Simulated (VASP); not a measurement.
# Hf: single point with PBE

Hf:

```
CELL_PARAMETERS angstrom
3.17244 0.00000 0.00000
-1.58622 2.74742 0.00000
0.00000 0.00000 5.01650
ATOMIC_POSITIONS crystal
Hf 0.33333 0.66667 0.25000
Hf 0.66667 0.33333 0.75000
```

```json
{
  "Program": "VASP 6.6.1",
  "Task": "single point",
  "Functional": "PBE",
  "Potentials or basis": "VASP PAW PBE potentials, release 64 (Hf_pv)",
  "Cutoff": "520 eV",
  "k mesh": "15 × 15 × 8",
  "Occupations": "gaussian, width 0.1 eV",
  "Spin": "no spin polarisation",
  "Dipole correction": "no",
  "Further INCAR settings": "ALGO = Fast; EDIFF = 1e-06; NBANDS = 17"
}
```

```
Pressure               : 3.0 GPa
Band gap on the k mesh : zero (bands 10 and 11 overlap by 1.63 eV)
```

Levels at points of the mesh, in eV from the Fermi level:
```csv
k point,band 8,band 9,band 10,band 11,band 12,band 13
"(0.00, 0.00, 0.00)",-3.79,0.72,1.18,1.18,1.47,2.03
"(0.00, 0.00, 0.50)",-5.44,0.13,0.13,1.07,1.07,1.07
```

Run time: 2.4 min on 1 thread of Intel Xeon 8259CL, on a shared host, peak memory 0.22 GiB.

Caveat: the cell stands under pressure; spin-orbit coupling is left out, which moves the levels of the heavy elements.
